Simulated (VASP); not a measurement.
Write the native input for VASP 6.6.1 that does the following.

* Task: single point
* Functional: r2SCAN
* Potentials or basis: VASP PAW PBE potentials, release 64 (Ca_sv, O_h)
* Cutoff: 1480 eV
* k mesh: 6 × 6 × 6
* Occupations: gaussian, width 0.01 eV
* Spin: no spin polarisation
* Dipole correction: no
* Further INCAR settings: ALGO = Normal; EDIFF = 1e-06; NBANDS = 15

CaO:

```
Ca O
1.0
     0.00000    2.39755    2.39755
     2.39755    0.00000    2.39755
     2.39755    2.39755    0.00000
Ca O
1 1
Direct
  0.00000 0.00000 0.00000
  0.50000 0.50000 0.50000
```

One way to write it, as run:

POSCAR

```
CaO
1.0
    0.0000000000      2.3975501188      2.3975501188
    2.3975501188      0.0000000000      2.3975501188
    2.3975501188      2.3975501188      0.0000000000
Ca O
1 1
Direct
    0.0000000000      0.0000000000      0.0000000000
    0.5000000000      0.5000000000      0.5000000000
```

INCAR.step1

```
SYSTEM = CaO
PREC = Accurate
ENCUT = 1480
ISMEAR = 0
SIGMA = 0.01
LREAL = .FALSE.
LASPH = .TRUE.
NELM = 120
NBANDS = 15
GGA = PE
ALGO = Normal
EDIFF = 1E-5
LWAVE = .TRUE.
LCHARG = .FALSE.
GGA_COMPAT = .FALSE.
```

INCAR.step2

```
SYSTEM = CaO
PREC = Accurate
ENCUT = 1480
EDIFF = 1E-6
ISMEAR = 0
SIGMA = 0.01
LREAL = .FALSE.
LASPH = .TRUE.
NELM = 120
ALGO = Normal
ISIF = 2
LWAVE = .FALSE.
LCHARG = .TRUE.
METAGGA = R2SCAN
LMIXTAU = .TRUE.
LELF = .TRUE.
LVHAR = .TRUE.
NBANDS = 15
ISTART = 1
GGA_COMPAT = .FALSE.
```

KPOINTS

```
Automatic mesh
0
G
  6 6 6
  0 0 0
```

Potentials or basis: VASP PAW PBE potentials, release 64 (Ca_sv, O_h).

Launch:

```bash
$ cat potpaw_PBE.64/Ca_sv/POTCAR potpaw_PBE.64/O_h/POTCAR > POTCAR
$ cp INCAR.step1 INCAR
$ mpirun -np 1 vasp_std > vasp.out
$ cp INCAR.step2 INCAR
$ mpirun -np 1 vasp_std > vasp.out
```

Results of the run:

```yaml
Pressure: 1.0 GPa
Band_gap_on_the_k_mesh: 4.19 eV (least direct gap 4.56 eV)
```

Caveat: the PAW data sets were made with another functional, which shifts forces and pressure a little.

Run time: 96 s on 1 thread of Intel(R) Xeon(R) 6975P-C (Granite Rapids) (shared host), peak memory 0.39 GiB.
